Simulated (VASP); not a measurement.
# YAl3 (Pm-3m) in VASP: single point with LDA

Aim: the single point of YAl3 with LDA.

Everything below comes from runs of VASP 6.6.1. Logs are shortened: lines on timing, memory, paths and dates and some standing lists are left out, and cuts for length are marked.

## (1) The cell of the first run

Symmetry: Pm-3m, No. 221, cubic system. Conventional cell: a = 4.240 Å, b = 4.240 Å, c = 4.240 Å, α = 90.00°, β = 90.00°, γ = 90.00°. Y (site symmetry m-3m) has 12 Al at 3.00 Å within 3.9 Å. Al (site symmetry 4/mmm) has 4 Y at 3.00 Å and 8 Al at 3.00 Å within 3.9 Å.

## (2) Single point, LDA

Input file INCAR:

```
SYSTEM = YAl3
ALGO = Normal
EDIFF = 1E-6
ENCUT = 520
GGA = CA
ISIF = 2
ISMEAR = 0
LASPH = .TRUE.
LCHARG = .FALSE.
LREAL = .FALSE.
LWAVE = .FALSE.
NBANDS = 18
NELM = 80
PREC = Accurate
SIGMA = 0.1
```

Input file KPOINTS:

```
Automatic mesh
0
Gamma
  6 6 6
  0.5 0.5 0.5
```

Input file POSCAR:

```
YAl3
1.0
    4.2400305600      0.0000000000      0.0000000000
    0.0000000000      4.2400305600      0.0000000000
    0.0000000000      0.0000000000      4.2400305600
Y Al
1 3
Direct
    0.0000000000      0.0000000000      0.0000000000
    0.0000000000      0.5000000000      0.5000000000
    0.5000000000      0.5000000000      0.0000000000
    0.5000000000      0.0000000000      0.5000000000
```

Potentials or basis: VASP PAW LDA potentials, release 64 (Y_sv, Al).

On the command line:

```console
> cat potpaw_LDA.64/Y_sv/POTCAR potpaw_LDA.64/Al/POTCAR > POTCAR
> mpirun -np 1 vasp_std > vasp.out
```

OUTCAR:

```text
SYSTEM = YAl3
   EDIFF = 1E-6
   ENCUT = 520
   GGA = CA
   ISIF = 2
   ISMEAR = 0
   LASPH = .TRUE.
   LREAL = .FALSE.
   NELM = 80
   PREC = Accurate

 ion  position               nearest neighbor table
   1  0.000  0.000  0.000-   2 3.00   3 3.00   4 3.00   2 3.00   4 3.00   2 3.00   3 3.00   2 3.00
                             3 3.00   4 3.00   4 3.00   3 3.00
   2  0.000  0.500  0.500-   1 3.00   3 3.00   4 3.00   1 3.00   3 3.00   1 3.00   4 3.00   1 3.00
                             3 3.00   4 3.00   3 3.00   4 3.00
   3  0.500  0.500  0.000-   1 3.00   2 3.00   4 3.00   2 3.00   4 3.00   1 3.00   4 3.00   4 3.00
                             1 3.00   2 3.00   2 3.00   1 3.00
   4  0.500  0.000  0.500-   1 3.00   2 3.00   3 3.00   1 3.00   3 3.00   2 3.00   3 3.00   3 3.00
                             1 3.00   2 3.00   1 3.00   2 3.00

  LATTYP: Found a simple cubic cell.
 ALAT       =     4.2400305600

  Lattice vectors:

 A1 = (   4.2400305600,   0.0000000000,   0.0000000000)
 A2 = (   0.0000000000,   4.2400305600,   0.0000000000)
 A3 = (   0.0000000000,   0.0000000000,   4.2400305600)

Analysis of symmetry for initial positions (statically):
=====================================================================
 Subroutine PRICEL returns:
 Original cell was already a primitive cell.

 Routine SETGRP: Setting up the symmetry group for a
 simple cubic supercell.

 Subroutine GETGRP returns: Found 48 space group operations
 (whereof 48 operations were pure point group operations)
 out of a pool of 48 trial point group operations.

The static configuration has the point symmetry O_h .

Analysis of symmetry for dynamics (positions and initial velocities):
=====================================================================
 Subroutine PRICEL returns:
 Original cell was already a primitive cell.

 Routine SETGRP: Setting up the symmetry group for a
 simple cubic supercell.

 Subroutine GETGRP returns: Found 48 space group operations
 (whereof 48 operations were pure point group operations)
 out of a pool of 48 trial point group operations.

The dynamic configuration has the point symmetry O_h .

 Subroutine INISYM returns: Found 48 space group operations
 (whereof 48 operations are pure point group operations),
 and found     1 'primitive' translations

----------------------------------------------------------------------------------------

                                     Primitive cell

  volume of cell :      76.2267

  direct lattice vectors                    reciprocal lattice vectors
     4.240030560  0.000000000  0.000000000     0.235847357  0.000000000  0.000000000
[... 80 lines left out ...]
   NFREE  =      0    steps in history (QN), initial steepest desc. (CG)
   ISIF   =      2    stress and relaxation
   ISYM   =      2    0-nonsym 1-usesym 2-fastsym
   POTIM  = 0.5000    time-step for ionic-motion
   TEBEG  =    0.0;   TEEND  =   0.0 temperature during run
   PSTRESS=    0.0 pullay stress
   NELECT =      20.0000    total number of electrons
   NUPDOWN=      -1.0000    fix difference up-down
   EMIN   =  10.00;   EMAX   =-10.00  energy-range for DOS
   EFERMI =   0.00;   METHOD = LEGACY
   ISMEAR =     0;   SIGMA  =   0.10  broadening in eV -4-tet -1-fermi 0-gaus
   EFERMI_NEDOS =   21; number of points for ismear=-14 and -15
   IALGO  =     38    algorithm
   IMIX   =      4    mixing-type and parameters
     AMIX     =   0.40;   BMIX     =  1.00
     AMIX_MAG =   1.60;   BMIX_MAG =  1.00
  volume/ion in A,a.u.               =      19.06       128.60
  Fermi-wavevector in a.u.,A,eV,Ry     =   1.048051  1.980530 14.944794  1.098411
  Thomas-Fermi vector in A             =   2.182957
   LORBIT       =      0    0 simple, 1 ext, 2 COOP (PROOUT), +10 PAW based schemes
   GGA     = CA    functional components
   LHFCALC =     F    Hartree Fock is set to
   AEXX    =    0.0000 exact exchange contribution
   IVDW    =     0    specifies the selected vdW correction
   LEPSILON=     F    determine dielectric tensor
   LRPA    =     F    only Hartree local field effects (RPA)
 non-spin polarized calculation
 Gauss-broadening in eV      SIGMA  =   0.10
  energy-cutoff  :      520.00
  volume of cell :       76.23
 maximum number of plane-waves:      2061
 NGX is ok and might be reduce to    32
   NGX = 15   NGY = 15   NGZ = 15

 number of electron      20.0000003 magnetization

 Free energy of the ion-electron system (eV)
  ---------------------------------------------------
  ext. energy  EPLUGINS =         0.00000000
  ---------------------------------------------------
  free energy    TOTEN  =       -21.35989335 eV

  energy without entropy =      -21.35072312  energy(sigma->0) =      -21.35530823

 E-fermi :   6.3822     XC(G=0): -10.3969

 val. band max:        6.3719178538   @ k =   0.4167   0.2500   0.2500
 cond. band min:       6.4693719869   @ k =   0.2500   0.0833   0.0833
 fundamental gap:      0.0974541332
 Fermi energy:         6.3822376892

 k-point     1 :       0.0833    0.0833    0.0833
  band No.  band energies     occupation
      1     -35.2723      2.00000
      2     -15.5308      2.00000
      3     -15.5291      2.00000
      4     -15.5291      2.00000
      5      -2.8785      2.00000
      6       3.0344      2.00000
[... 187 lines left out ...]
      5       0.5815      2.00000
      6       1.4660      2.00000
[... 10 lines left out ...]
     17      11.8075      0.00000
     18      14.3260      0.00000

------------------------ aborting loop because EDIFF is reached ----------------------------------------

  FORCE on cell =-STRESS in cart. coord.  units (eV):
  Direction    XX          YY          ZZ          XY          YZ          ZX
  --------------------------------------------------------------------------------------
  -------------------------------------------------------------------------------------
  Total       -1.5085908     -1.5085908     -1.5085908      0.0000000     -0.0000000     -0.0000000
  in kB      -31.7084545    -31.7084545    -31.7084545      0.0000000     -0.0000000     -0.0000000
  external PRESSURE =     -31.7084545 kB  Pullay stress =       0.0000000 kB

 VOLUME and BASIS-vectors are now :
 -----------------------------------------------------------------------------
  energy-cutoff  :      520.00
  volume of cell :       76.23
      direct lattice vectors                 reciprocal lattice vectors
     4.240030560  0.000000000  0.000000000     0.235847357  0.000000000  0.000000000
     0.000000000  4.240030560  0.000000000     0.000000000  0.235847357  0.000000000
     0.000000000  0.000000000  4.240030560     0.000000000  0.000000000  0.235847357

 POSITION                                       TOTAL-FORCE (eV/Angst)
 -----------------------------------------------------------------------------------
      0.00000      0.00000      0.00000         0.000000      0.000000      0.000000
      0.00000      2.12002      2.12002         0.000000      0.000000      0.000000
      2.12002      2.12002      0.00000         0.000000      0.000000      0.000000
      2.12002      0.00000      2.12002         0.000000      0.000000      0.000000
 -----------------------------------------------------------------------------------
    total drift:                                0.000000      0.000000      0.000000

  FREE ENERGIE OF THE ION-ELECTRON SYSTEM (eV)
  ---------------------------------------------------
  free  energy   TOTEN  =       -21.3598933524 eV

  energy  without entropy=      -21.3507231150  energy(sigma->0) =      -21.35530823
```

It took 5.1 s on 1 thread of Intel Xeon 6975P-C (Granite Rapids), shared host; peak memory 0.16 GiB.

What came out:

- Free energy: -21.3599 eV
- Pressure: -3.2 GPa
- Band gap on the k mesh: zero (band 10 reaches 6.64 eV, above the bottom of band 11 at 4.21 eV)
